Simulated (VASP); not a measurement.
Crystal: NaCl.

```
Na Cl
1.0
     3.89227    0.00000    0.00000
    -1.94614    3.37081    0.00000
     0.00000    0.00000    6.73682
Na Cl
2 2
Cartesian
  0.0000 0.0000 0.0000
  0.0000 0.0000 3.3684
  0.0000 2.2472 1.6842
  1.9461 1.1236 5.0526
```

Program: VASP 6.6.1. Alike in all runs: task single point; no spin polarisation; cell as given; k mesh 6 × 6 × 2; cutoff (eV) 520; smearing gaussian 0.01 eV.

Order these runs on this cell by their band gap on the k mesh, lowest first.
A. level PBE; potentials or basis VASP PAW PBE potentials, release 64 (Na_pv, Cl)
B. level LDA; potentials or basis VASP PAW LDA potentials, release 64 (Na_pv, Cl)
C. level r2SCAN; potentials or basis VASP PAW PBE potentials, release 64 (Na_pv, Cl)

B (4.66 eV), A (5.07 eV), C (5.89 eV).

Caveats: all runs use coarse meshes.
